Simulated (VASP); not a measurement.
# Mo (Im-3m) in VASP: notebook

The runs below take Mo through single point, with PBE.

Everything below comes from runs of VASP 6.6.1. Logs are shortened: lines on timing, memory, paths and dates and some standing lists are left out, and cuts for length are marked.

**1. The cell of the first run**

Symmetry: Im-3m, No. 229, cubic system. The conventional cell has a = 3.192 Å, b = 3.192 Å, c = 3.192 Å, α = 90.00°, β = 90.00°, γ = 90.00°. Mo (site symmetry m-3m) has 14 Mo at 2.76 to 3.19 Å within 3.6 Å.

**2. Single point, PBE (volume scaled by 1.03)**

Input file INCAR:

```
SYSTEM = Mo
  ALGO = Normal
  EDIFF = 1E-6
  ENCUT = 520
  GGA = PE
  ISIF = 2
  ISMEAR = 0
  LASPH = .True.
  LCHARG = .True.
  LELF = .True.
  LREAL = .False.
  LVHAR = .True.
  LWAVE = .False.
  NBANDS = 13
  NELM = 80
  PREC = Accurate
  SIGMA = 0.1
```

Input file KPOINTS:

```
k-points
0
Gamma
  24 24 24
  0 0 0
```

Input file POSCAR:

```
Mo
1.0
   -1.5960740867      1.5960740867      1.5960740867
    1.5960740867     -1.5960740867      1.5960740867
    1.5960740867      1.5960740867     -1.5960740867
Mo
1
Direct
    0.0000000000      0.0000000000      0.0000000000
```

Potentials or basis: VASP PAW PBE potentials, release 64 (Mo_sv).

The run is started by

```sh
> cat potpaw_PBE.64/Mo_sv/POTCAR > POTCAR
> mpirun -np 1 vasp_std > vasp.out
```

OUTCAR:

```text
SYSTEM = Mo
   EDIFF = 1E-6
   ENCUT = 520
   GGA = PE
   ISIF = 2
   ISMEAR = 0
   LASPH = .True.
   LREAL = .False.
   NELM = 80
   PREC = Accurate

 ion  position               nearest neighbor table
   1  0.000  0.000  0.000-

  LATTYP: Found a body centered cubic cell.
 ALAT       =     3.1921481734

  Lattice vectors:

 A1 = (  -1.5960740867,   1.5960740867,   1.5960740867)
 A2 = (   1.5960740867,  -1.5960740867,   1.5960740867)
 A3 = (   1.5960740867,   1.5960740867,  -1.5960740867)

Analysis of symmetry for initial positions (statically):
=====================================================================
 Subroutine PRICEL returns:
 Original cell was already a primitive cell.

 Routine SETGRP: Setting up the symmetry group for a
 body centered cubic supercell.

 Subroutine GETGRP returns: Found 48 space group operations
 (whereof 48 operations were pure point group operations)
 out of a pool of 48 trial point group operations.

The static configuration has the point symmetry O_h .

Analysis of symmetry for dynamics (positions and initial velocities):
=====================================================================
 Subroutine PRICEL returns:
 Original cell was already a primitive cell.

 Routine SETGRP: Setting up the symmetry group for a
 body centered cubic supercell.

 Subroutine GETGRP returns: Found 48 space group operations
 (whereof 48 operations were pure point group operations)
 out of a pool of 48 trial point group operations.

The dynamic configuration has the point symmetry O_h .

 Subroutine INISYM returns: Found 48 space group operations
 (whereof 48 operations are pure point group operations),
 and found     1 'primitive' translations

----------------------------------------------------------------------------------------

                                     Primitive cell

  volume of cell :      16.2637

  direct lattice vectors                    reciprocal lattice vectors
    -1.596074087  1.596074087  1.596074087     0.000000000  0.313268666  0.313268666
     1.596074087 -1.596074087  1.596074087     0.313268666  0.000000000  0.313268666
     1.596074087  1.596074087 -1.596074087     0.313268666  0.313268666  0.000000000

  length of vectors
     2.764481411  2.764481411  2.764481411     0.443028796  0.443028796  0.443028796

  position of ions in fractional coordinates (direct lattice)
     0.000000000  0.000000000  0.000000000

  ion indices of the primitive-cell ions
   primitive index   ion index
                 1           1

----------------------------------------------------------------------------------------

 KPOINTS: k-points

Automatic generation of k-mesh.
 Grid dimensions read from file:
 generate k-points for:   24   24   24

 Generating k-lattice:

  Cartesian coordinates                     Fractional coordinates (reciprocal lattice)
     0.000000000  0.013052861  0.013052861     0.041666667  0.000000000  0.000000000
     0.013052861  0.000000000  0.013052861     0.000000000  0.041666667  0.000000000
     0.013052861  0.013052861  0.000000000     0.000000000  0.000000000  0.041666667

  Length of vectors
     0.018459533  0.018459533  0.018459533

  Shift w.r.t. Gamma in fractional coordinates (k-lattice)
     0.000000000  0.000000000  0.000000000

 Subroutine IBZKPT returns following result:
 ===========================================

 Found    413 irreducible k-points:

 Following reciprocal coordinates:
            Coordinates               Weight
  0.000000  0.000000  0.000000      1.000000
  0.041667  0.000000  0.000000     12.000000
  0.083333  0.000000  0.000000     12.000000
  0.125000  0.000000  0.000000     12.000000
  0.166667  0.000000  0.000000     12.000000
  0.208333  0.000000  0.000000     12.000000
[... 16 lines left out ...]
  0.416667  0.041667 -0.000000     48.000000
  0.458333  0.041667  0.000000     48.000000
 [... further k-points ...]
   k-points           NKPTS =    413   k-points in BZ     NKDIM =    413   number of bands    NBANDS=     13
   number of dos      NEDOS =    301   number of ions     NIONS =      1
   total plane-waves  NPLWV =  13824
   dimension x,y,z NGX =    24 NGY =   24 NGZ =   24
   dimension x,y,z NGXF=    48 NGYF=   48 NGZF=   48
   ions per type =               1
   NGX,Y,Z   is equivalent  to a cutoff of  14.43, 14.43, 14.43 a.u.
   NGXF,Y,Z  is equivalent  to a cutoff of  28.87, 28.87, 28.87 a.u.
 SYSTEM =  Mo
   PREC   = accura    normal or accurate (medium, high low for compatibility)
   ISTART =      0    job   : 0-new  1-cont  2-samecut
   ICHARG =      2    charge: 1-file 2-atom 10-const
   ISPIN  =      1    spin polarized calculation?
   LNONCOLLINEAR =      F non collinear calculations
   LSORBIT =      F    spin-orbit coupling
   LASPH  =      T    aspherical Exc in radial PAW
   ENCUT  =  520.0 eV  38.22 Ry    6.18 a.u.   5.14  5.14  5.14*2*pi/ulx,y,z
   NELM   =     80;   NELMIN=  2; NELMDL= -5     # of ELM steps
   EDIFF  = 0.1E-05   stopping-criterion for ELM
   LREAL  =      F    real-space projection
   EDIFFG = 0.1E-04   stopping-criterion for IOM
   NSW    =      0    number of steps for IOM
   IBRION =     -1    ionic relax: 0-MD 1-quasi-New 2-CG
   NFREE  =      0    steps in history (QN), initial steepest desc. (CG)
   ISIF   =      2    stress and relaxation
   ISYM   =      2    0-nonsym 1-usesym 2-fastsym
   POTIM  = 0.5000    time-step for ionic-motion
   TEBEG  =    0.0;   TEEND  =   0.0 temperature during run
   PSTRESS=    0.0 pullay stress
   NELECT =      14.0000    total number of electrons
   NUPDOWN=      -1.0000    fix difference up-down
   EMIN   =  10.00;   EMAX   =-10.00  energy-range for DOS
   EFERMI =   0.00;   METHOD = LEGACY
   ISMEAR =     0;   SIGMA  =   0.10  broadening in eV -4-tet -1-fermi 0-gaus
   EFERMI_NEDOS =   21; number of points for ismear=-14 and -15
   IALGO  =     38    algorithm
   IMIX   =      4    mixing-type and parameters
     AMIX     =   0.40;   BMIX     =  1.00
     AMIX_MAG =   1.60;   BMIX_MAG =  1.00
  volume/ion in A,a.u.               =      16.26       109.75
  Fermi-wavevector in a.u.,A,eV,Ry     =   1.557320  2.942908 32.997460  2.425245
  Thomas-Fermi vector in A             =   2.660987
   LORBIT       =      0    0 simple, 1 ext, 2 COOP (PROOUT), +10 PAW based schemes
   GGA     = PE    functional components
   LHFCALC =     F    Hartree Fock is set to
   AEXX    =    0.0000 exact exchange contribution
   IVDW    =     0    specifies the selected vdW correction
   LEPSILON=     F    determine dielectric tensor
   LRPA    =     F    only Hartree local field effects (RPA)
 non-spin polarized calculation
 Gauss-broadening in eV      SIGMA  =   0.10
  energy-cutoff  :      520.00
  volume of cell :       16.26
 maximum number of plane-waves:       466
 NGX is ok and might be reduce to    24
   NGX = 11   NGY = 11   NGZ = 11

 number of electron      14.0000000 magnetization

 Free energy of the ion-electron system (eV)
  ---------------------------------------------------
  ext. energy  EPLUGINS =         0.00000000
  ---------------------------------------------------
  free energy    TOTEN  =       -10.92725939 eV

  energy without entropy =      -10.92354427  energy(sigma->0) =      -10.92540183

 E-fermi :  12.0051     XC(G=0): -13.1688

 val. band max:       12.0033156108   @ k =  -0.4167   0.4583   0.0417
 cond. band min:      12.0168224840   @ k =  -0.1667   0.2083   0.0833
 fundamental gap:      0.0135068732
 Fermi energy:        12.0051318249

 k-point     1 :       0.0000    0.0000    0.0000
  band No.  band energies     occupation
      1     -49.3177      2.00000
      2     -22.6695      2.00000
      3     -22.6695      2.00000
      4     -22.6695      2.00000
      5       4.8647      2.00000
      6      10.6729      2.00000
      7      10.6729      2.00000
      8      10.6729      2.00000
      9      13.5541      0.00000
     10      13.5541      0.00000
     11      26.7342      0.00000
     12      26.7342      0.00000
     13      26.7342      0.00000

 k-point     2 :       0.0417    0.0000    0.0000
  band No.  band energies     occupation
      1     -49.3139      2.00000
      2     -22.6919      2.00000
      3     -22.6765      2.00000
      4     -22.6696      2.00000
      5       4.9389      2.00000
      6      10.6316      2.00000
      7      10.6669      2.00000
      8      10.7414      2.00000
      9      13.4920      0.00000
     10      13.5552      0.00000
     11      26.7894      0.00000
     12      26.8583      0.00000
     13      26.8753      0.00000

 k-point     3 :       0.0833    0.0000    0.0000
  band No.  band energies     occupation
      1     -49.3029      2.00000
      2     -22.7574      2.00000
      3     -22.6968      2.00000
      4     -22.6700      2.00000
      5       5.1559      2.00000
      6      10.5130      2.00000
      7      10.6431      2.00000
      8      10.9452      2.00000
      9      13.3339      0.00000
     10      13.5600      0.00000
     11      26.9359      0.00000
     12      27.2246      0.00000
     13      27.2558      0.00000

 k-point     4 :       0.1250    0.0000    0.0000
  band No.  band energies     occupation
      1     -49.2853      2.00000
      2     -22.8605      2.00000
      3     -22.7292      2.00000
      4     -22.6707      2.00000
      5       5.4982      2.00000
      6      10.3310      2.00000
      7      10.5886      2.00000
      8      11.2797      2.00000
      9      13.1504      0.00000
     10      13.5727      0.00000
     11      27.1100      0.00000
     12      27.7479      0.00000
     13      27.8165      0.00000

 k-point     5 :       0.1667    0.0000    0.0000
  band No.  band energies     occupation
      1     -49.2622      2.00000
      2     -22.9932      2.00000
      3     -22.7710      2.00000
      4     -22.6716      2.00000
      5       5.9316      2.00000
      6      10.1053      2.00000
      7      10.5017      2.00000
      8      11.7365      1.99985
      9      13.0192      0.00000
     10      13.5984      0.00000
     11      27.1929      0.00000
     12      28.1380      0.00000
     13      28.6099      0.00000

 k-point     6 :       0.2083    0.0000    0.0000
  band No.  band energies     occupation
      1     -49.2353      2.00000
      2     -23.1454      2.00000
      3     -22.8194      2.00000
      4     -22.6726      2.00000
      5       6.3969      2.00000
      6       9.8567      2.00000
      7      10.4246      2.00000
      8      12.3033      0.00002
      9      12.9860      0.00000
     10      13.6419      0.00000
     11      27.0411      0.00000
     12      28.1650      0.00000
     13      29.5763      0.00000

 k-point     7 :       0.2500    0.0000    0.0000
  band No.  band energies     occupation
      1     -49.2062      2.00000
      2     -23.3061      2.00000
      3     -22.8708      2.00000
      4     -22.6738      2.00000
      5       6.8023      2.00000
      6       9.6048      2.00000
      7      10.4586      2.00000
      8      12.9623      0.00000
      9      13.0500      0.00000
     10      13.7058      0.00000
     11      26.6062      0.00000
     12      27.6968      0.00000
     13      30.6843      0.00000
[... 193 lines left out ...]
 k-point    20 :       0.2917    0.0417    0.0000
  band No.  band energies     occupation
      1     -49.1614      2.00000
      2     -23.5399      2.00000
      3     -22.9484      2.00000
      4     -22.6841      2.00000
      5       7.1552      2.00000
      6       9.2652      2.00000
      7      10.8432      2.00000
      8      13.2016      0.00000
      9      13.8934      0.00000
     10      14.1801      0.00000
     11      25.6888      0.00000
     12      26.3744      0.00000
     13      32.1614      0.00000

 k-point    21 :       0.3333    0.0417    0.0000
  band No.  band energies     occupation
      1     -49.1359      2.00000
      2     -23.6721      2.00000
      3     -22.9938      2.00000
      4     -22.6852      2.00000
      5       7.1486      2.00000
      6       9.0738      2.00000
      7      11.4233      2.00000
      8      13.3806      0.00000
      9      13.9953      0.00000
     10      14.9416      0.00000
     11      25.0074      0.00000
     12      25.3644      0.00000
     13      31.2548      0.00000

 k-point    22 :       0.3750    0.0417    0.0000
  band No.  band energies     occupation
      1     -49.1149      2.00000
      2     -23.7788      2.00000
      3     -23.0307      2.00000
      4     -22.6861      2.00000
      5       7.0681      2.00000
      6       8.9235      2.00000
      7      12.0804      0.28713
      8      13.5291      0.00000
      9      14.1119      0.00000
     10      15.6483      0.00000
     11      24.2404      0.00000
     12      24.5943      0.00000
     13      30.1115      0.00000

 k-point    23 :       0.4167    0.0417   -0.0000
  band No.  band energies     occupation
      1     -49.1001      2.00000
      2     -23.8536      2.00000
      3     -23.0566      2.00000
      4     -22.6868      2.00000
      5       6.9832      2.00000
      6       8.8201      2.00000
      7      12.6709      0.00000
      8      13.5916      0.00000
      9      14.2463      0.00000
     10      16.2123      0.00000
     11      23.4755      0.00000
     12      24.1703      0.00000
     13      29.2439      0.00000

 k-point    24 :       0.4583    0.0417    0.0000
  band No.  band energies     occupation
      1     -49.0924      2.00000
      2     -23.8921      2.00000
      3     -23.0700      2.00000
      4     -22.6872      2.00000
      5       6.9326      2.00000
      6       8.7675      2.00000
      7      13.0617      0.00000
      8      13.5560      0.00000
      9      14.3522      0.00000
     10      16.5322      0.00000
     11      23.0251      0.00000
     12      23.9613      0.00000
     13      28.7708      0.00000

 [... further k-points ...]
[... 5 lines left out ...]
  --------------------------------------------------------------------------------------
  -------------------------------------------------------------------------------------
  Total       -0.6845750     -0.6845750     -0.6845750      0.0000000      0.0000000      0.0000000
  in kB      -67.4392152    -67.4392152    -67.4392152      0.0000000      0.0000000      0.0000000
  external PRESSURE =     -67.4392152 kB  Pullay stress =       0.0000000 kB

 VOLUME and BASIS-vectors are now :
 -----------------------------------------------------------------------------
  energy-cutoff  :      520.00
  volume of cell :       16.26
      direct lattice vectors                 reciprocal lattice vectors
    -1.596074087  1.596074087  1.596074087     0.000000000  0.313268666  0.313268666
     1.596074087 -1.596074087  1.596074087     0.313268666  0.000000000  0.313268666
     1.596074087  1.596074087 -1.596074087     0.313268666  0.313268666  0.000000000

 POSITION                                       TOTAL-FORCE (eV/Angst)
 -----------------------------------------------------------------------------------
      0.00000      0.00000      0.00000         0.000000     -0.000000     -0.000000
 -----------------------------------------------------------------------------------
    total drift:                               -0.000000      0.000000     -0.000000

  FREE ENERGIE OF THE ION-ELECTRON SYSTEM (eV)
  ---------------------------------------------------
  free  energy   TOTEN  =       -10.9272593911 eV

  energy  without entropy=      -10.9235442734  energy(sigma->0) =      -10.92540183
```

Run time: 25 s. Hardware: 1 thread of Intel Xeon 6975P-C (Granite Rapids), shared host; peak memory 0.2 GiB.

Results:

- Free energy: -10.9273 eV
- Pressure: -6.7 GPa
- Band gap on the k mesh: zero (band 7 reaches 15.72 eV, above the bottom of band 8 at 10.67 eV)

Levels at points of the mesh, in eV from the Fermi level:
| k point | band 4 | band 5 | band 6 | band 7 | band 8 | band 9 | band 10 | band 11 |
| --- | --- | --- | --- | --- | --- | --- | --- | --- |
| (0.00, 0.00, 0.00) | -34.67 | -7.14 | -1.33 | -1.33 | -1.33 | 1.55 | 1.55 | 14.73 |
| (0.50, 0.00, 0.00) | -34.68 | -5.13 | -3.26 | 1.45 | 1.56 | 2.15 | 4.43 | 11.01 |
| (0.50, 0.50, 0.50) | -35.53 | -5.18 | -5.18 | 3.72 | 3.72 | 3.72 | 8.72 | 8.72 |

**3. Single point, PBE (volume scaled by 1.06)**

Input file INCAR:

```
SYSTEM = Mo
PREC = Accurate
ENCUT = 520
EDIFF = 1E-6
ISMEAR = 0
SIGMA = 0.1
LREAL = .False.
LASPH = .True.
NELM = 80
ALGO = Fast
ISIF = 2
LWAVE = .False.
LCHARG = .False.
GGA = PE
NBANDS = 13
```

Input file KPOINTS:

```
Automatic mesh
0
Gamma
  24 24 24
  0 0 0
```

Input file POSCAR:

```
Mo
1.0
   -1.6114218944      1.6114218944      1.6114218944
    1.6114218944     -1.6114218944      1.6114218944
    1.6114218944      1.6114218944     -1.6114218944
Mo
1
Direct
    0.0000000000      0.0000000000      0.0000000000
```

Potentials or basis: VASP PAW PBE potentials, release 64 (Mo_sv).

The run is started by

```sh
> cat potpaw_PBE.64/Mo_sv/POTCAR > POTCAR
> mpirun -np 1 vasp_std > vasp.out
```

Wall time 28 s (1 thread of Intel Xeon 6975P-C (Granite Rapids), shared host); peak memory 0.2 GiB.

Results (log left out):

| Item | Value |
| --- | --- |
| Free energy | -10.8981 eV |
| Pressure | -12.9 GPa |
| Band gap on the k mesh | zero (band 7 reaches 15.12 eV, above the bottom of band 8 at 10.28 eV) |

Levels at points of the mesh, in eV from the Fermi level:
```tsv
k point	band 3	band 4	band 5	band 6	band 7	band 8	band 9	band 10	band 11	band 12
(0.00, 0.00, 0.00)	-34.73	-34.73	-7.03	-1.28	-1.28	-1.28	1.50	1.50	14.68	14.68
(0.50, 0.00, 0.00)	-35.09	-34.74	-4.96	-3.13	1.36	1.50	2.07	4.24	10.60	11.78
(0.50, 0.50, 0.50)	-35.51	-35.51	-4.97	-4.97	3.57	3.57	3.57	8.52	8.52	8.52
```
